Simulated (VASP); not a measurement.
# Cr (Fd-3m) in VASP: a series of runs

The runs below take Cr through relaxation of cell and atoms, with PBEsol.

Program: VASP 6.6.1. These are calculated values, not measurements. Logs are shortened: lines on timing, memory, paths and dates and some standing lists are left out, and cuts for length are marked.

## Step 1: The cell of the first run

Symmetry: Fd-3m, No. 227, cubic system. Conventional cell: a = 5.000 Å, b = 5.000 Å, c = 5.000 Å, α = 90.00°, β = 90.00°, γ = 90.00°. Within 2.9 Å of Cr (site symmetry -43m) lie 4 Cr at 2.17 Å.

This isn't the form of Cr at room conditions, which is bcc.

## Step 2: Relaxation of cell and atoms, PBEsol, collinear spin, ferromagnetic start

File INCAR:

```
PREC = Accurate ; ENCUT = 600
EDIFF = 1E-6 ; ISMEAR = -1
SIGMA = 0.05 ; LREAL = F
LASPH = T ; NELM = 150
ALGO = Normal ; ISIF = 3
LWAVE = F ; LCHARG = F
ISPIN = 2 ; MAGMOM = 3 3
LORBIT = 11 ; LMAXMIX = 4
GGA = PS ; IBRION = 2
NSW = 60 ; EDIFFG = -0.01
```

File KPOINTS:

```
regular mesh
0
Gamma
  8 8 8
```

File POSCAR:

```
Cr
1.0
    0.0000000000      2.5000000000      2.5000000000
    2.5000000000      0.0000000000      2.5000000000
    2.5000000000      2.5000000000      0.0000000000
Cr
2
Direct
    0.0000000000      0.0000000000      0.0000000000
    0.2500000000      0.2500000000      0.2500000000
```

Potentials or basis: VASP PAW PBE potentials, release 64 (Cr_pv).

Command:

```console
> cat potpaw_PBE.64/Cr_pv/POTCAR > POTCAR
> mpirun -np 1 vasp_std > vasp.out
```

OUTCAR:

```text
PREC = Accurate
   ENCUT = 600
   EDIFF = 1E-6
   ISMEAR = -1
   LREAL = F
   LASPH = T
   NELM = 150
   ISIF = 3
   ISPIN = 2
   LORBIT = 11
   GGA = PS
   IBRION = 2
   NSW = 60
   EDIFFG = -0.01

 ion  position               nearest neighbor table
   1  0.000  0.000  0.000-   2 2.17   2 2.17   2 2.17   2 2.17
   2  0.250  0.250  0.250-   1 2.17   1 2.17   1 2.17   1 2.17

  LATTYP: Found a face centered cubic cell.
 ALAT       =     5.0000000000

  Lattice vectors:

 A1 = (   0.0000000000,   2.5000000000,   2.5000000000)
 A2 = (   2.5000000000,   0.0000000000,   2.5000000000)
 A3 = (   2.5000000000,   2.5000000000,   0.0000000000)

Analysis of symmetry for initial positions (statically):
=====================================================================
 Subroutine PRICEL returns:
 Original cell was already a primitive cell.

 Routine SETGRP: Setting up the symmetry group for a
 face centered cubic supercell.

 Subroutine GETGRP returns: Found 48 space group operations
 (whereof 24 operations were pure point group operations)
 out of a pool of 48 trial point group operations.

The static configuration has the point symmetry T_d .
 The point group associated with its full space group is O_h .

Analysis of symmetry for dynamics (positions and initial velocities):
=====================================================================
 Subroutine PRICEL returns:
 Original cell was already a primitive cell.

 Routine SETGRP: Setting up the symmetry group for a
 face centered cubic supercell.

 Subroutine GETGRP returns: Found 48 space group operations
 (whereof 24 operations were pure point group operations)
 out of a pool of 48 trial point group operations.

The dynamic configuration has the point symmetry T_d .
 The point group associated with its full space group is O_h .

Analysis of structural, dynamic, and magnetic symmetry:
=====================================================================
 Subroutine PRICEL returns:
 Original cell was already a primitive cell.

 Routine SETGRP: Setting up the symmetry group for a
 face centered cubic supercell.

 Subroutine GETGRP returns: Found 48 space group operations
 (whereof 24 operations were pure point group operations)
 out of a pool of 48 trial point group operations.

The overall configuration has the point symmetry T_d .
 The point group associated with its full space group is O_h .

 Subroutine INISYM returns: Found 48 space group operations
 (whereof 24 operations are pure point group operations),
 and found     1 'primitive' translations

----------------------------------------------------------------------------------------

                                     Primitive cell

  volume of cell :      31.2500

  direct lattice vectors                    reciprocal lattice vectors
     0.000000000  2.500000000  2.500000000    -0.200000000  0.200000000  0.200000000
     2.500000000  0.000000000  2.500000000     0.200000000 -0.200000000  0.200000000
     2.500000000  2.500000000  0.000000000     0.200000000  0.200000000 -0.200000000

  length of vectors
     3.535533906  3.535533906  3.535533906     0.346410162  0.346410162  0.346410162

  position of ions in fractional coordinates (direct lattice)
     0.000000000  0.000000000  0.000000000
     0.250000000  0.250000000  0.250000000

  ion indices of the primitive-cell ions
   primitive index   ion index
                 1           1
                 2           2

----------------------------------------------------------------------------------------

 KPOINTS: regular mesh

Automatic generation of k-mesh.
 Grid dimensions read from file:
 generate k-points for:    8    8    8

 Generating k-lattice:

  Cartesian coordinates                     Fractional coordinates (reciprocal lattice)
    -0.025000000  0.025000000  0.025000000     0.125000000  0.000000000  0.000000000
     0.025000000 -0.025000000  0.025000000     0.000000000  0.125000000  0.000000000
     0.025000000  0.025000000 -0.025000000     0.000000000  0.000000000  0.125000000

  Length of vectors
     0.043301270  0.043301270  0.043301270

  Shift w.r.t. Gamma in fractional coordinates (k-lattice)
     0.000000000  0.000000000  0.000000000

 Subroutine IBZKPT returns following result:
 ===========================================

 Found     29 irreducible k-points:

 Following reciprocal coordinates:
            Coordinates               Weight
  0.000000  0.000000  0.000000      1.000000
  0.125000  0.000000  0.000000      8.000000
  0.250000  0.000000  0.000000      8.000000
  0.375000  0.000000  0.000000      8.000000
  0.500000  0.000000  0.000000      4.000000
  0.125000  0.125000  0.000000      6.000000
[... 16 lines left out ...]
  0.500000  0.250000  0.125000     48.000000
 -0.375000  0.250000  0.125000     24.000000
 [... further k-points ...]
   k-points           NKPTS =     29   k-points in BZ     NKDIM =     29   number of bands    NBANDS=     19
   number of dos      NEDOS =    301   number of ions     NIONS =      2
   total plane-waves  NPLWV =  21952
   dimension x,y,z NGX =    28 NGY =   28 NGZ =   28
   dimension x,y,z NGXF=    56 NGYF=   56 NGZF=   56
   ions per type =               2
   NGX,Y,Z   is equivalent  to a cutoff of  13.17, 13.17, 13.17 a.u.
   NGXF,Y,Z  is equivalent  to a cutoff of  26.33, 26.33, 26.33 a.u.
 SYSTEM =  unknown system
   PREC   = accura    normal or accurate (medium, high low for compatibility)
   ISTART =      0    job   : 0-new  1-cont  2-samecut
   ICHARG =      2    charge: 1-file 2-atom 10-const
   ISPIN  =      2    spin polarized calculation?
   LNONCOLLINEAR =      F non collinear calculations
   LSORBIT =      F    spin-orbit coupling
   LASPH  =      T    aspherical Exc in radial PAW
   ENCUT  =  600.0 eV  44.10 Ry    6.64 a.u.   7.06  7.06  7.06*2*pi/ulx,y,z
   NELM   =    150;   NELMIN=  2; NELMDL= -5     # of ELM steps
   EDIFF  = 0.1E-05   stopping-criterion for ELM
   LREAL  =      F    real-space projection
   EDIFFG = -.1E-01   stopping-criterion for IOM
   NSW    =     60    number of steps for IOM
   IBRION =      2    ionic relax: 0-MD 1-quasi-New 2-CG
   NFREE  =      1    steps in history (QN), initial steepest desc. (CG)
   ISIF   =      3    stress and relaxation
   ISYM   =      2    0-nonsym 1-usesym 2-fastsym
   POTIM  = 0.5000    time-step for ionic-motion
   TEBEG  =    0.0;   TEEND  =   0.0 temperature during run
   PSTRESS=    0.0 pullay stress
   NELECT =      24.0000    total number of electrons
   NUPDOWN=      -1.0000    fix difference up-down
   EMIN   =  10.00;   EMAX   =-10.00  energy-range for DOS
   EFERMI =   0.00;   METHOD = LEGACY
   ISMEAR =    -1;   SIGMA  =   0.05  broadening in eV -4-tet -1-fermi 0-gaus
   EFERMI_NEDOS =   21; number of points for ismear=-14 and -15
   IALGO  =     38    algorithm
   IMIX   =      4    mixing-type and parameters
     AMIX     =   0.40;   BMIX     =  1.00
     AMIX_MAG =   1.60;   BMIX_MAG =  1.00
  volume/ion in A,a.u.               =      15.62       105.44
  Fermi-wavevector in a.u.,A,eV,Ry     =   1.499208  2.833092 30.580791  2.247625
  Thomas-Fermi vector in A             =   2.610868
   LORBIT       =     11    0 simple, 1 ext, 2 COOP (PROOUT), +10 PAW based schemes
   GGA     = PS    functional components
   LHFCALC =     F    Hartree Fock is set to
   AEXX    =    0.0000 exact exchange contribution
   IVDW    =     0    specifies the selected vdW correction
   LEPSILON=     F    determine dielectric tensor
   LRPA    =     F    only Hartree local field effects (RPA)
 conjugate gradient relaxation of ions
 spin polarized calculation
  energy-cutoff  :      600.00
  volume of cell :       31.25
 maximum number of plane-waves:      1056
   NGX = 15   NGY = 15   NGZ = 15

--------------------------------------- Ionic step        1  -------------------------------------------

 number of electron      24.0000007 magnetization       0.0021738

 number of electron      24.0000007 magnetization      -0.0008496

 Free energy of the ion-electron system (eV)
  ---------------------------------------------------
  ext. energy  EPLUGINS =         0.00000000
  ---------------------------------------------------
  free energy    TOTEN  =       -15.95594318 eV

  energy without entropy =      -15.92452070  energy(sigma->0) =      -15.94023194

------------------------ aborting loop because EDIFF is reached ----------------------------------------

  FORCE on cell =-STRESS in cart. coord.  units (eV):
  Direction    XX          YY          ZZ          XY          YZ          ZX
  --------------------------------------------------------------------------------------
  -------------------------------------------------------------------------------------
  Total        0.1981188      0.1981188      0.1981188     -0.0000000     -0.0000000      0.0000000
  in kB       10.1574852     10.1574852     10.1574852     -0.0000000     -0.0000000      0.0000000
  external PRESSURE =      10.1574852 kB  Pullay stress =       0.0000000 kB
[... 61 lines left out ...]
--------------------------------------- Ionic step        3  -------------------------------------------

 number of electron      24.0000012 magnetization       0.0000064

 number of electron      24.0000012 magnetization      -0.0000025

 Free energy of the ion-electron system (eV)
  ---------------------------------------------------
  ext. energy  EPLUGINS =         0.00000000
  ---------------------------------------------------
  free energy    TOTEN  =       -15.95675690 eV

  energy without entropy =      -15.92529820  energy(sigma->0) =      -15.94102755

 E-fermi :   6.6420     XC(G=0): -11.7308

 val. band max:        6.6312522823   @ k =  -0.2500   0.2500   0.0000
 cond. band min:       6.6504343166   @ k =   0.5000   0.0000   0.0000
 fundamental gap:      0.0191820343
 Fermi energy:         6.6419773273

 spin component 1

 k-point     1 :       0.0000    0.0000    0.0000
  band No.  band energies     occupation
      1     -35.9294      1.00000
      2     -35.9294      1.00000
      3     -35.9294      1.00000
      4     -35.0150      1.00000
      5     -35.0150      1.00000
      6     -35.0150      1.00000
[... 11 lines left out ...]
     18      15.0348      0.00000
     19      15.0356      0.00000
[... 491 lines left out ...]
      5     -34.8560      1.00000
      6     -34.8025      1.00000
[... 11 lines left out ...]
     18      10.7526      0.00000
     19      14.6346      0.00000

 [... further k-points ...]

 spin component 2

 k-point     1 :       0.0000    0.0000    0.0000
  band No.  band energies     occupation
      1     -35.9294      1.00000
      2     -35.9294      1.00000
      3     -35.9294      1.00000
      4     -35.0150      1.00000
      5     -35.0150      1.00000
      6     -35.0150      1.00000
[... 11 lines left out ...]
     18      15.0348      0.00000
     19      15.0355      0.00000
[... 535 lines left out ...]
  FREE ENERGIE OF THE ION-ELECTRON SYSTEM (eV)
  ---------------------------------------------------
  free  energy   TOTEN  =       -15.9567569015 eV

  energy  without entropy=      -15.9252982015  energy(sigma->0) =      -15.94102755

 reached required accuracy - stopping structural energy minimisation

 total charge

# of ion       s       p       d       tot
------------------------------------------
    1        0.477   6.199   4.527  11.203
    2        0.477   6.199   4.527  11.203
--------------------------------------------------
tot          0.955  12.398   9.054  22.407

 magnetization (x)

# of ion       s       p       d       tot
------------------------------------------
    1        0.000  -0.000   0.000   0.000
    2        0.000  -0.000   0.000   0.000
--------------------------------------------------
tot          0.000  -0.000   0.000   0.000
```

It took 40 s on 1 thread of Intel Xeon 6975P-C (Granite Rapids), shared host; peak memory 0.19 GiB.

What came out:

* Free energy: -15.9568 eV
* Relaxed volume: 15.76 Å³/atom
* Relaxed cell: a = 3.545 Å, b = 3.545 Å, c = 3.545 Å, α = 60.00°, β = 60.00°, γ = 60.00°
* Space group after relaxing (to 0.1 Å): Fd-3m (No. 227)
* Energy gained by relaxing: 0.4 meV/atom
* Ionic steps: 3
* Pressure after relaxing: 0.0 GPa
* Band gap on the k mesh: zero (filled and empty bands overlap)
* Net moment: 0.00 μB per cell
* Valence electrons inside the program's atomic spheres: Cr 11.20

Step by step:
| step | energy change (eV) | largest force (eV/Å) | pressure (GPa) | volume (Å³) |
| --- | --- | --- | --- | --- |
| 1 | 0.0000 | 0.0000 | 1.02 | 31.25 |
| 2 | -0.0004 | 0.0000 | -0.67 | 31.70 |
| 3 | -0.0008 | 0.0000 | 0.01 | 31.51 |

Final structure:
```cif
data_structure
_symmetry_space_group_name_H-M 'P 1'
_symmetry_Int_Tables_number 1
_cell_length_a 3.5454
_cell_length_b 3.5454
_cell_length_c 3.5454
_cell_angle_alpha 60.000
_cell_angle_beta 60.000
_cell_angle_gamma 60.000
_cell_volume 31.51
loop_
_atom_site_label
_atom_site_type_symbol
_atom_site_fract_x
_atom_site_fract_y
_atom_site_fract_z
_atom_site_occupancy
Cr1 Cr 0.00000 0.00000 0.00000 1
Cr2 Cr 0.25000 0.25000 0.25000 1
```

Levels at points of the mesh, in eV from the Fermi level:
Spin up:
```csv
k point,band 9,band 10,band 11,band 12,band 13,band 14,band 15,band 16
"(0.00, 0.00, 0.00)",-1.70,-1.12,-1.12,-1.12,1.11,1.11,1.11,3.29
"(0.50, 0.00, 0.00)",-1.60,-1.60,-1.16,-1.16,0.01,1.89,1.89,2.92
"(0.50, 0.50, 0.00)",-1.07,-1.07,-0.03,-0.03,0.73,0.73,3.16,3.16
```
Spin down:
| k point | band 8 | band 9 | band 10 | band 11 | band 12 | band 13 | band 14 | band 15 | band 16 | band 17 |
| --- | --- | --- | --- | --- | --- | --- | --- | --- | --- | --- |
| (0.00, 0.00, 0.00) | -1.70 | -1.70 | -1.12 | -1.12 | -1.12 | 1.11 | 1.11 | 1.11 | 3.29 | 3.29 |
| (0.50, 0.00, 0.00) | -2.11 | -1.60 | -1.60 | -1.16 | -1.16 | 0.01 | 1.89 | 1.89 | 2.92 | 2.92 |
| (0.50, 0.50, 0.00) | -2.83 | -1.07 | -1.07 | -0.03 | -0.03 | 0.73 | 0.73 | 3.16 | 3.16 | 4.27 |

Caveat: the moments typed at the start vanished in this run; the PAW data sets were made with another functional, which shifts forces and pressure a little.

## Step 3: Relaxation of cell and atoms, PBEsol, collinear spin, ferromagnetic start, target pressure 10 GPa, at which the enthalpy is minimised

File INCAR:

```
SYSTEM = Cr
ALGO = Normal
EDIFF = 1E-7
EDIFFG = -0.01
ENCUT = 600
GGA = PS
IBRION = 2
ISIF = 3
ISMEAR = -1
ISPIN = 2
LASPH = .TRUE.
LCHARG = .FALSE.
LMAXMIX = 4
LORBIT = 11
LREAL = .FALSE.
LWAVE = .FALSE.
MAGMOM = 3 3
NELM = 150
NSW = 60
PREC = Accurate
PSTRESS = 100.0
SIGMA = 0.05
```

File KPOINTS:

```
k-points
0
G
  8 8 8
  0 0 0
```

POSCAR is that of step 2.

Potentials or basis: VASP PAW PBE potentials, release 64 (Cr_pv).

Command:

```console
> cat potpaw_PBE.64/Cr_pv/POTCAR > POTCAR
> mpirun -np 1 vasp_std > vasp.out
```

It took 60 s on 1 thread of Intel Xeon 6975P-C (Granite Rapids), shared host; peak memory 0.19 GiB.

Results (log left out):

```yaml
Free_energy: -15.8887 eV
Relaxed_volume: 14.61 Å³/atom
Relaxed_cell: a = 3.457 Å, b = 3.457 Å, c = 3.457 Å, α = 60.00°, β = 60.00°, γ = 60.00°
Space_group_after_relaxing_to_0.1_Å: Fd-3m (No. 227)
Energy_change_on_relaxing_the_run_minimises_the_enthalpy: +33.6 meV/atom
Ionic_steps: 4
Pressure_after_relaxing: 10.1 GPa
Band_gap_on_the_k_mesh: zero (filled and empty bands overlap)
Net_moment: 0.00 μB per cell
Valence_electrons_inside_the_program's_atomic_spheres: Cr 11.34
```

The path:
| step | energy change (eV) | largest force (eV/Å) | pressure (GPa) | volume (Å³) |
| --- | --- | --- | --- | --- |
| 1 | 0.0000 | 0.0000 | 0.99 | 31.25 |
| 2 | 0.2376 | 0.0000 | 21.38 | 27.44 |
| 3 | 0.0648 | 0.0000 | 9.88 | 29.25 |
| 4 | 0.0672 | 0.0000 | 10.09 | 29.21 |

Final structure:
```xyz
2
Lattice="0.0000 2.4445 2.4445 2.4445 0.0000 2.4445 2.4445 2.4445 0.0000" Properties=species:S:1:pos:R:3 pbc="T T T"
Cr    4.8890    2.4445    2.4445
Cr    1.2222    1.2222    1.2222
```

Levels at points of the mesh, in eV from the Fermi level:
Spin up:
```tsv
k point	band 10	band 11	band 12	band 13	band 14	band 15
(0.00, 0.00, 0.00)	-1.25	-1.25	-1.25	1.15	1.15	1.15
(0.50, 0.00, 0.00)	-1.86	-1.33	-1.33	0.08	2.03	2.03
(0.50, 0.50, 0.00)	-1.23	0.12	0.12	0.70	0.70	3.40
```
Spin down:
| k point | band 9 | band 10 | band 11 | band 12 | band 13 | band 14 | band 15 | band 16 |
| --- | --- | --- | --- | --- | --- | --- | --- | --- |
| (0.00, 0.00, 0.00) | -1.97 | -1.25 | -1.25 | -1.25 | 1.15 | 1.15 | 1.15 | 3.56 |
| (0.50, 0.00, 0.00) | -1.86 | -1.86 | -1.33 | -1.33 | 0.08 | 2.03 | 2.03 | 3.14 |
| (0.50, 0.50, 0.00) | -1.23 | -1.23 | 0.12 | 0.12 | 0.70 | 0.70 | 3.40 | 3.40 |

Caveat: the cell is relaxed towards a set pressure, so the run minimises the enthalpy, not the energy; the moments typed at the start vanished in this run; the PAW data sets were made with another functional, which shifts forces and pressure a little.

The gap in the log of VASP goes by the Fermi energy; the results here count the filled bands.